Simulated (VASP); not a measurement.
Here is a VASP 6.6.1 calculation.

The input POSCAR:

```
Si
1.0
    0.0000000000      2.7333360000      2.7333360000
    2.7333360000      0.0000000000      2.7333360000
    2.7333360000      2.7333360000      0.0000000000
Si
2
Direct
    0.0000000000      0.0000000000      0.0000000000
    0.2500000000      0.2500000000      0.2500000000
```

INCAR.step1

```
ALGO = Normal ; EDIFF = 1E-4
ENCUT = 520 ; GGA = PE
ISMEAR = -1 ; LASPH = True
LCHARG = False ; LREAL = False
LWAVE = True ; NELM = 80
PREC = Accurate ; SIGMA = 0.1
```

The input INCAR.step2:

```
ALGO = Normal ; EDIFF = 1E-7
EDIFFG = -0.03 ; ENCUT = 520
IBRION = 2 ; ISIF = 2
ISMEAR = -1 ; ISTART = 1
LASPH = True ; LCHARG = False
LMIXTAU = True ; LREAL = False
LWAVE = False ; METAGGA = R2SCAN
NELM = 80 ; NSW = 80
PREC = Accurate ; SIGMA = 0.1
```

File KPOINTS:

```
k-points
0
Gamma
  8 8 8
```

Potentials or basis: VASP PAW PBE potentials, release 64 (Si).

Command:

```console
$ cat potpaw_PBE.64/Si/POTCAR > POTCAR
$ cp INCAR.step1 INCAR
$ mpirun -np 1 vasp_std > vasp.out
$ cp INCAR.step2 INCAR
$ mpirun -np 1 vasp_std > vasp.out
```

Question: What does it give for the band gap on the k mesh?

Answer: 0.84 eV, indirect (least direct gap 2.75 eV).

Final structure:
```
Si
1.0
     0.00000    2.73334    2.73334
     2.73334    0.00000    2.73334
     2.73334    2.73334    0.00000
Si
2
Direct
  0.00000 0.00000 0.00000
  0.25000 0.25000 0.25000
```

Caveat: the relaxation stopped at its first step, so nothing moved; the PAW data sets were made with another functional, which shifts forces and pressure a little. r2SCAN opens gaps a little over a GGA but as a rule still falls short of measured ones.
